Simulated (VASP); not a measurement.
# Si in VASP: single point with PBEsol

Aim: the single point of Si with PBEsol.

Program: VASP 6.6.1. These are calculated values, not measurements. Logs are shortened: lines on timing, memory, paths and dates and some standing lists are left out, and cuts for length are marked.

**1. The cell of the first run**

The cell holds a atom, 1 atom: a = 14.000 Å, b = 14.400 Å, c = 14.800 Å, α = 90.00°, β = 90.00°, γ = 90.00°.

**2. Single point, PBEsol, collinear spin, ferromagnetic start**

The input, INCAR:

```
SYSTEM = Si
  ALGO = Normal
  EDIFF = 1E-6
  ENCUT = 520
  GGA = PS
  ISIF = 2
  ISMEAR = -1
  ISPIN = 2
  ISYM = 0
  LASPH = .TRUE.
  LCHARG = .FALSE.
  LORBIT = 11
  LREAL = .FALSE.
  LWAVE = .FALSE.
  MAGMOM = 0.01
  NBANDS = 12
  NELM = 150
  PREC = Accurate
  SIGMA = 0.01
```

The input, KPOINTS:

```
k-points
0
G
  1 1 1
  0 0 0
```

The input, POSCAR:

```
Si
1.0
   14.0000000000      0.0000000000      0.0000000000
    0.0000000000     14.4000000000      0.0000000000
    0.0000000000      0.0000000000     14.8000000000
Si
1
Direct
    0.5000000000      0.5000000000      0.5000000000
```

Potentials or basis: VASP PAW PBE potentials, release 64 (Si).

Launch:

```bash
cat potpaw_PBE.64/Si/POTCAR > POTCAR
mpirun -np 1 vasp_gam > vasp.out
```

OUTCAR:

```text
SYSTEM = Si
   EDIFF = 1E-6
   ENCUT = 520
   GGA = PS
   ISIF = 2
   ISMEAR = -1
   ISPIN = 2
   ISYM = 0
   LASPH = .TRUE.
   LORBIT = 11
   LREAL = .FALSE.
   NELM = 150
   PREC = Accurate

 ion  position               nearest neighbor table
   1  0.500  0.500  0.500-

IMPORTANT INFORMATION: All symmetrisations will be switched off!
NOSYMM: (Re-)initialisation of all symmetry stuff for point group C_1.

----------------------------------------------------------------------------------------

                                     Primitive cell

  volume of cell :    2983.6800

  direct lattice vectors                    reciprocal lattice vectors
    14.000000000  0.000000000  0.000000000     0.071428571  0.000000000  0.000000000
     0.000000000 14.400000000  0.000000000     0.000000000  0.069444444  0.000000000
     0.000000000  0.000000000 14.800000000     0.000000000  0.000000000  0.067567568

  length of vectors
    14.000000000 14.400000000 14.800000000     0.071428571  0.069444444  0.067567568

  position of ions in fractional coordinates (direct lattice)
     0.500000000  0.500000000  0.500000000

  ion indices of the primitive-cell ions
   primitive index   ion index
                 1           1

----------------------------------------------------------------------------------------

 KPOINTS: k-points

Automatic generation of k-mesh.
 Grid dimensions read from file:
 generate k-points for:    1    1    1

 Generating k-lattice:

  Cartesian coordinates                     Fractional coordinates (reciprocal lattice)
     0.071428571  0.000000000  0.000000000     1.000000000  0.000000000  0.000000000
     0.000000000  0.069444444  0.000000000     0.000000000  1.000000000  0.000000000
     0.000000000  0.000000000  0.067567568     0.000000000  0.000000000  1.000000000

  Length of vectors
     0.071428571  0.069444444  0.067567568

  Shift w.r.t. Gamma in fractional coordinates (k-lattice)
     0.000000000  0.000000000  0.000000000

 Subroutine IBZKPT returns following result:
 ===========================================

 Found      1 irreducible k-points:

 Following reciprocal coordinates:
            Coordinates               Weight
  0.000000  0.000000  0.000000      1.000000
   k-points           NKPTS =      1   k-points in BZ     NKDIM =      1   number of bands    NBANDS=     12
   number of dos      NEDOS =    301   number of ions     NIONS =      1
   total plane-waves  NPLWV = ******
   dimension x,y,z NGX =   108 NGY =  108 NGZ =  112
   dimension x,y,z NGXF=   216 NGYF=  216 NGZF=  224
   ions per type =               1
   NGX,Y,Z   is equivalent  to a cutoff of  12.82, 12.47, 12.58 a.u.
   NGXF,Y,Z  is equivalent  to a cutoff of  25.65, 24.94, 25.16 a.u.
 SYSTEM =  Si
   PREC   = accura    normal or accurate (medium, high low for compatibility)
   ISTART =      0    job   : 0-new  1-cont  2-samecut
   ICHARG =      2    charge: 1-file 2-atom 10-const
   ISPIN  =      2    spin polarized calculation?
   LNONCOLLINEAR =      F non collinear calculations
   LSORBIT =      F    spin-orbit coupling
   LASPH  =      T    aspherical Exc in radial PAW
   ENCUT  =  520.0 eV  38.22 Ry    6.18 a.u.  26.03 26.77 27.52*2*pi/ulx,y,z
   NELM   =    150;   NELMIN=  2; NELMDL= -5     # of ELM steps
   EDIFF  = 0.1E-05   stopping-criterion for ELM
   LREAL  =      F    real-space projection
   EDIFFG = 0.1E-04   stopping-criterion for IOM
   NSW    =      0    number of steps for IOM
   IBRION =     -1    ionic relax: 0-MD 1-quasi-New 2-CG
   NFREE  =      0    steps in history (QN), initial steepest desc. (CG)
   ISIF   =      2    stress and relaxation
   ISYM   =      0    0-nonsym 1-usesym 2-fastsym
   POTIM  = 0.5000    time-step for ionic-motion
   TEBEG  =    0.0;   TEEND  =   0.0 temperature during run
   PSTRESS=    0.0 pullay stress
   NELECT =       4.0000    total number of electrons
   NUPDOWN=      -1.0000    fix difference up-down
   EMIN   =  10.00;   EMAX   =-10.00  energy-range for DOS
   EFERMI =   0.00;   METHOD = LEGACY
   ISMEAR =    -1;   SIGMA  =   0.01  broadening in eV -4-tet -1-fermi 0-gaus
   EFERMI_NEDOS =   21; number of points for ismear=-14 and -15
   IALGO  =     38    algorithm
   IMIX   =      4    mixing-type and parameters
     AMIX     =   0.40;   BMIX     =  1.00
     AMIX_MAG =   1.60;   BMIX_MAG =  1.00
  volume/ion in A,a.u.               =    2983.68     20134.87
  Fermi-wavevector in a.u.,A,eV,Ry     =   0.180514  0.341122  0.443350  0.032585
  Thomas-Fermi vector in A             =   0.905961
   LORBIT       =     11    0 simple, 1 ext, 2 COOP (PROOUT), +10 PAW based schemes
   GGA     = PS    functional components
   LHFCALC =     F    Hartree Fock is set to
   AEXX    =    0.0000 exact exchange contribution
   IVDW    =     0    specifies the selected vdW correction
   LEPSILON=     F    determine dielectric tensor
   LRPA    =     F    only Hartree local field effects (RPA)
 spin polarized calculation
  energy-cutoff  :      520.00
  volume of cell :     2983.68
 maximum number of plane-waves:     40220
 NGX is ok and might be reduce to   108
   NGX = 53   NGY = 53   NGZ = 55

 number of electron       4.0000000 magnetization       0.0017043

 number of electron       4.0000000 magnetization      -0.0001161

 Free energy of the ion-electron system (eV)
  ---------------------------------------------------
  ext. energy  EPLUGINS =         0.00000000
  ---------------------------------------------------
  free energy    TOTEN  =        -0.03656861 eV

  energy without entropy =        0.00162218  energy(sigma->0) =       -0.01747321

 E-fermi :  -3.9813     XC(G=0):  -0.3797

 val. band max:      -10.6838820673   @ k =   0.0000   0.0000   0.0000
 cond. band min:      -3.9743755151   @ k =   0.0000   0.0000   0.0000
 fundamental gap:      6.7095065522
 Fermi energy:        -3.9812737814

 spin component 1

 k-point     1 :       0.0000    0.0000    0.0000
  band No.  band energies     occupation
      1     -10.6839      1.00000
      2      -3.9744      0.33368
      3      -3.9743      0.33349
      4      -3.9743      0.33197
      5      -0.3362      0.00000
      6       0.4230      0.00000
      7       0.4864      0.00000
      8       0.5200      0.00000
      9       0.5565      0.00000
     10       0.5619      0.00000
     11       0.5905      0.00000
     12       1.0121      0.00000
 Fermi energy:        -3.9812737814

 spin component 2

 k-point     1 :       0.0000    0.0000    0.0000
  band No.  band energies     occupation
      1     -10.6839      1.00000
      2      -3.9744      0.33407
      3      -3.9743      0.33349
      4      -3.9743      0.33330
      5      -0.3428      0.00000
      6       0.4558      0.00000
      7       0.4820      0.00000
      8       0.5156      0.00000
      9       0.5405      0.00000
     10       0.5525      0.00000
     11       0.5703      0.00000
     12       1.0098      0.00000

------------------------ aborting loop because EDIFF is reached ----------------------------------------

  FORCE on cell =-STRESS in cart. coord.  units (eV):
  Direction    XX          YY          ZZ          XY          YZ          ZX
  --------------------------------------------------------------------------------------
  -------------------------------------------------------------------------------------
  Total       -0.0001984     -0.0014333     -0.0014582      0.0000698     -0.0000058     -0.0000175
  in kB       -0.0001066     -0.0007697     -0.0007830      0.0000375     -0.0000031     -0.0000094
  external PRESSURE =      -0.0005531 kB  Pullay stress =       0.0000000 kB

 VOLUME and BASIS-vectors are now :
 -----------------------------------------------------------------------------
  energy-cutoff  :      520.00
  volume of cell :     2983.68
      direct lattice vectors                 reciprocal lattice vectors
    14.000000000  0.000000000  0.000000000     0.071428571  0.000000000  0.000000000
     0.000000000 14.400000000  0.000000000     0.000000000  0.069444444  0.000000000
     0.000000000  0.000000000 14.800000000     0.000000000  0.000000000  0.067567568

 POSITION                                       TOTAL-FORCE (eV/Angst)
 -----------------------------------------------------------------------------------
      7.00000      7.20000      7.40000         0.000000      0.000001     -0.000000
 -----------------------------------------------------------------------------------
    total drift:                                0.000000      0.000001     -0.000000

  FREE ENERGIE OF THE ION-ELECTRON SYSTEM (eV)
  ---------------------------------------------------
  free  energy   TOTEN  =        -0.0365686091 eV

  energy  without entropy=        0.0016221830  energy(sigma->0) =       -0.01747321

 total charge

# of ion       s       p       d       tot
------------------------------------------
    1        0.946   0.553   0.000   1.499

 magnetization (x)

# of ion       s       p       d       tot
------------------------------------------
    1        0.000  -0.000   0.000  -0.000
```

Wall time 15 min (1 thread of Intel Xeon 8259CL, shared host); peak memory 2.7 GiB.

Results:

```
Free energy                                           : -0.0366 eV
Pressure                                              : 0.0 GPa
Band gap on the k mesh                                : zero (filled and empty bands touch)
Net moment                                            : 0.00 μB per cell
Valence electrons inside the program's atomic spheres : Si 1.50
```

Levels at points of the mesh, in eV from the Fermi level:
Spin up:
```
           k point  band 1  band 2  band 3  band 4  band 5
(0.00, 0.00, 0.00)   -6.70    0.01    0.01    0.01    3.65
```
Spin down:
| k point | band 1 | band 2 | band 3 | band 4 | band 5 | band 6 |
| --- | --- | --- | --- | --- | --- | --- |
| (0.00, 0.00, 0.00) | -6.70 | 0.01 | 0.01 | 0.01 | 3.64 | 4.44 |

Caveat: the PAW data sets were made with another functional, which shifts forces and pressure a little.
